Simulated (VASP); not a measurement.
# CoPtO2 (R-3m) in VASP: single point with PBE+U

Aim: the single point of CoPtO2 with PBE+U.

Everything below comes from runs of VASP 6.6.1. Logs are shortened: lines on timing, memory, paths and dates and some standing lists are left out, and cuts for length are marked.

## Step 1: The cell of the first run

Symmetry: R-3m, No. 166, trigonal system. Conventional cell: a = 2.903 Å, b = 2.903 Å, c = 18.043 Å, α = 90.00°, β = 90.00°, γ = 120.00°. Co (site symmetry -3m) has 6 O at 1.94 Å within 2.6 Å. Pt (site symmetry -3m) has 2 O at 2.03 Å within 2.7 Å. O (site symmetry 3m) has 3 Co at 1.94 Å and 1 Pt at 2.03 Å and 3 O at 2.58 Å within 2.6 Å.

## Step 2: Single point, PBE+U, collinear spin, zero start (10.97 Å³/atom)

Contents of INCAR:

```
PREC     = Accurate       # precision mode
ENCUT    = 520            # plane-wave cutoff, eV
EDIFF    = 1E-6           # SCF threshold, eV
ISMEAR   = 0              # smearing method
SIGMA    = 0.05           # smearing width, eV
LREAL    = F              # projectors in reciprocal space
LASPH    = T              # aspherical terms in the spheres
NELM     = 150            # most SCF steps
ALGO     = Normal         # electronic algorithm
ISIF     = 2              # what is computed and relaxed
LWAVE    = F              # write WAVECAR
LCHARG   = F              # write CHGCAR
ISPIN    = 2              # spin polarisation
MAGMOM   = 0 0 0 0        # initial moments
LORBIT   = 11             # projections on sites
LMAXMIX  = 4              # l up to which the mixer works
LDAU     = T              # DFT+U
LDAUTYPE = 2            
LDAUL    = 2 -1 -1        # shell
LDAUU    = 3.3 0 0        # U, eV
LDAUJ    = 0 0 0        
LDAUPRINT= 1            
GGA      = PE             # functional
NBANDS   = 28             # bands
```

Contents of KPOINTS:

```
Automatic mesh
0
Gamma
  12 12 12
```

Contents of POSCAR:

```
CoPtO2
1.0
    1.4515554699      0.8380559413      6.0144311253
   -1.4515554699      0.8380559413      6.0144311253
    0.0000000000     -1.6761118826      6.0144311253
Co Pt O
1 1 2
Direct
    0.5000000000      0.5000000000      0.5000000000
    0.0000000000      0.0000000000      0.0000000000
    0.8876964366      0.8876964366      0.8876964366
    0.1123035634      0.1123035634      0.1123035634
```

Potentials or basis: VASP PAW PBE potentials, release 64 (Co, Pt, O).

Launch:

```bash
> cat potpaw_PBE.64/Co/POTCAR potpaw_PBE.64/Pt/POTCAR potpaw_PBE.64/O/POTCAR > POTCAR
> mpirun -np 1 vasp_std > vasp.out
```

OUTCAR:

```text
PREC = Accurate
   ENCUT = 520
   EDIFF = 1E-6
   ISMEAR = 0
   LREAL = F
   LASPH = T
   NELM = 150
   ISIF = 2
   ISPIN = 2
   LORBIT = 11
   GGA = PE

 ion  position               nearest neighbor table
   1  0.500  0.500  0.500-   4 1.94   4 1.94   3 1.94   3 1.94   4 1.94   3 1.94
   2  0.000  0.000  0.000-   3 2.03   4 2.03
   3  0.888  0.888  0.888-   1 1.94   1 1.94   1 1.94   2 2.03
   4  0.112  0.112  0.112-   1 1.94   1 1.94   1 1.94   2 2.03

  LATTYP: Found a trigonal (rhomboedric) cell.
 ALAT       =     6.2436153632
 COS(alpha) =     0.8919001758

  Lattice vectors:

 A1 = (   1.4515554699,   0.8380559413,   6.0144311253)
 A2 = (  -1.4515554699,   0.8380559413,   6.0144311253)
 A3 = (   0.0000000000,  -1.6761118826,   6.0144311253)

Analysis of symmetry for initial positions (statically):
=====================================================================
 Subroutine PRICEL returns:
 Original cell was already a primitive cell.

 Routine SETGRP: Setting up the symmetry group for a
 trigonal (rhombohedral) supercell.

 Subroutine GETGRP returns: Found 12 space group operations
 (whereof 12 operations were pure point group operations)
 out of a pool of 12 trial point group operations.

The static configuration has the point symmetry D_3d.

Analysis of symmetry for dynamics (positions and initial velocities):
=====================================================================
 Subroutine PRICEL returns:
 Original cell was already a primitive cell.

 Routine SETGRP: Setting up the symmetry group for a
 trigonal (rhombohedral) supercell.

 Subroutine GETGRP returns: Found 12 space group operations
 (whereof 12 operations were pure point group operations)
 out of a pool of 12 trial point group operations.

The dynamic configuration has the point symmetry D_3d.

Analysis of structural, dynamic, and magnetic symmetry:
=====================================================================
 Subroutine PRICEL returns:
 Original cell was already a primitive cell.

 Routine SETGRP: Setting up the symmetry group for a
[... 180 lines left out ...]
  o =  0.9645  v =  0.0000  0.0000  0.0000  0.0000  0.0000 -0.8134  0.0000 -0.0000 -0.5816  0.0000      0.0000  0.0000  0.0000  0.0000  0.0000  0.0000  0.0000  0.0000  0.0000  0.0000
  o =  0.9645  v =  0.0000  0.0000  0.0000  0.0000  0.0000  0.0000  0.5816 -0.0000  0.0000  0.8134      0.0000  0.0000  0.0000  0.0000  0.0000  0.0000  0.0000  0.0000  0.0000  0.0000
  o =  0.9645  v = -0.8134  0.0000 -0.0000 -0.5816  0.0000  0.0000  0.0000  0.0000  0.0000  0.0000      0.0000  0.0000  0.0000  0.0000  0.0000  0.0000  0.0000  0.0000  0.0000  0.0000
  o =  0.9645  v =  0.0000  0.5816 -0.0000  0.0000  0.8134  0.0000  0.0000  0.0000  0.0000  0.0000      0.0000  0.0000  0.0000  0.0000  0.0000  0.0000  0.0000  0.0000  0.0000  0.0000
  o =  0.9649  v =  0.0000  0.0000  0.0000  0.0000  0.0000  0.0000  0.0000  1.0000  0.0000  0.0000      0.0000  0.0000  0.0000  0.0000  0.0000  0.0000  0.0000  0.0000  0.0000  0.0000
  o =  0.9649  v =  0.0000  0.0000  1.0000  0.0000  0.0000  0.0000  0.0000  0.0000  0.0000  0.0000      0.0000  0.0000  0.0000  0.0000  0.0000  0.0000  0.0000  0.0000  0.0000  0.0000

 number of electron      30.9999996 magnetization       0.0000010

 Free energy of the ion-electron system (eV)
  ---------------------------------------------------
  ext. energy  EPLUGINS =         0.00000000
  ---------------------------------------------------
  free energy    TOTEN  =       -24.34419922 eV

  energy without entropy =      -24.34169290  energy(sigma->0) =      -24.34294606

 E-fermi :   7.7090     XC(G=0): -12.2748

 val. band max:        7.7060169553   @ k =   0.5000   0.4167   0.0833
 cond. band min:       7.7098667988   @ k =  -0.4167   0.1667   0.1667
 fundamental gap:      0.0038498435
 Fermi energy:         7.7090397273

 spin component 1

 k-point     1 :       0.0000    0.0000    0.0000
  band No.  band energies     occupation
      1     -13.2178      1.00000
      2     -11.4961      1.00000
      3      -1.4483      1.00000
      4       1.2098      1.00000
      5       1.6326      1.00000
      6       1.6326      1.00000
[... 1433 lines left out ...]
     26      23.0005      0.00000
     27      24.5925      0.00000

 [... further k-points ...]

 [bands above 27 left out]

------------------------ aborting loop because EDIFF is reached ----------------------------------------

  FORCE on cell =-STRESS in cart. coord.  units (eV):
  Direction    XX          YY          ZZ          XY          YZ          ZX
  --------------------------------------------------------------------------------------
  -------------------------------------------------------------------------------------
  Total       -2.4707740     -2.4707740     -2.2006033      0.0000000     -0.0000000      0.0000000
  in kB      -90.1760391    -90.1760391    -80.3155970      0.0000000     -0.0000000      0.0000000
  external PRESSURE =     -86.8892250 kB  Pullay stress =       0.0000000 kB

 VOLUME and BASIS-vectors are now :
 -----------------------------------------------------------------------------
  energy-cutoff  :      520.00
  volume of cell :       43.90
      direct lattice vectors                 reciprocal lattice vectors
     1.451555470  0.838055941  6.014431125     0.344458073  0.198872961  0.055422255
    -1.451555470  0.838055941  6.014431125    -0.344458073  0.198872961  0.055422255
     0.000000000 -1.676111883  6.014431125     0.000000000 -0.397745922  0.055422255

 POSITION                                       TOTAL-FORCE (eV/Angst)
 -----------------------------------------------------------------------------------
      0.00000      0.00000      9.02165         0.000000      0.000000      0.000000
      0.00000      0.00000      0.00000         0.000000     -0.000000      0.000000
      0.00000      0.00000     16.01697         0.000000     -0.000000     -0.075432
      0.00000      0.00000      2.02633         0.000000     -0.000000      0.075432
 -----------------------------------------------------------------------------------
    total drift:                               -0.000000      0.000000     -0.000000

  FREE ENERGIE OF THE ION-ELECTRON SYSTEM (eV)
  ---------------------------------------------------
  free  energy   TOTEN  =       -24.3441992192 eV

  energy  without entropy=      -24.3416928993  energy(sigma->0) =      -24.34294606

 total charge

# of ion       s       p       d       tot
------------------------------------------
    1        0.397   0.584   7.298   8.280
    2        0.616   0.502   7.970   9.089
    3        1.554   3.432   0.000   4.987
    4        1.554   3.432   0.000   4.987
--------------------------------------------------
tot          4.122   7.951  15.268  27.341

 magnetization (x)

# of ion       s       p       d       tot
------------------------------------------
    1       -0.000  -0.000  -0.000  -0.000
    2       -0.000  -0.000   0.000   0.000
    3       -0.000   0.000   0.000   0.000
    4       -0.000   0.000   0.000   0.000
--------------------------------------------------
tot         -0.000  -0.000   0.000  -0.000
```

OSZICAR:

```text
N       E                     dE             d eps       ncg     rms          rms(c)
DAV:   1     0.238411447642E+03    0.23841E+03   -0.14525E+04 21496   0.121E+03
DAV:   2    -0.810965026288E+01   -0.24652E+03   -0.22029E+03 22096   0.305E+02
DAV:   3    -0.273253910506E+02   -0.19216E+02   -0.18262E+02 24072   0.920E+01
DAV:   4    -0.276151265768E+02   -0.28974E+00   -0.28911E+00 23992   0.113E+01
DAV:   5    -0.276204522960E+02   -0.53257E-02   -0.53253E-02 25196   0.156E+00    0.250E+01
DAV:   6    -0.285780435209E+02   -0.95759E+00   -0.19434E+01 25280   0.760E+01    0.284E+01
DAV:   7    -0.254423948144E+02    0.31356E+01   -0.23614E+01 26196   0.106E+02    0.182E+01
DAV:   8    -0.241323219852E+02    0.13101E+01   -0.76942E+00 30012   0.219E+01    0.577E+00
DAV:   9    -0.242945230405E+02   -0.16220E+00   -0.26229E-01 28112   0.672E+00    0.254E+00
DAV:  10    -0.243460166634E+02   -0.51494E-01   -0.58395E-02 31392   0.410E+00    0.913E-01
DAV:  11    -0.243452414978E+02    0.77517E-03   -0.13484E-02 32020   0.179E+00    0.397E-01
DAV:  12    -0.243441372757E+02    0.11042E-02   -0.24202E-03 32316   0.100E+00    0.135E-01
DAV:  13    -0.243442060348E+02   -0.68759E-04   -0.64031E-04 23416   0.241E-01    0.615E-02
DAV:  14    -0.243442083609E+02   -0.23260E-05   -0.22081E-05 30596   0.582E-02    0.372E-02
DAV:  15    -0.243442016115E+02    0.67493E-05   -0.33569E-06 24124   0.424E-02    0.206E-02
DAV:  16    -0.243441993383E+02    0.22732E-05   -0.54475E-06 27292   0.562E-02    0.633E-03
DAV:  17    -0.243441992192E+02    0.11910E-06   -0.13625E-06 17108   0.129E-02
   1 F= -.24344199E+02 E0= -.24342946E+02  d E =-.250632E-02  mag=     0.0000
```

Run time: 20 min. Hardware: 1 thread of Intel Xeon Platinum 8488C (Sapphire Rapids), shared host; peak memory 0.68 GiB.

What came out:

```
Free energy                                           : -24.3442 eV
Pressure                                              : -8.7 GPa
Largest force                                         : 0.075 eV/Å
Net moment                                            : 0.00 μB per cell
Valence electrons inside the program's atomic spheres : Co 8.28; Pt 9.09; O 4.99
```

Forces on the atoms (eV/Å):
```
Co   0.000  0.000  0.000
Pt   0.000  0.000  0.000
O    0.000  0.000 -0.075
O    0.000  0.000  0.075
```

Stress tensor (GPa, compression positive):
```
-9.02  0.00  0.00
 0.00 -9.02  0.00
 0.00  0.00 -8.03
```

Eigenvalues of the final occupation matrices:
```
    site  spin  trace               eigenvalues
site 1 d     1   3.67  0.39 0.39 0.96 0.96 0.96
site 1 d     2   3.67  0.39 0.39 0.96 0.96 0.96
```

Caveat: the cell stands under tension; spin-orbit coupling is left out, which moves the levels of the heavy elements.
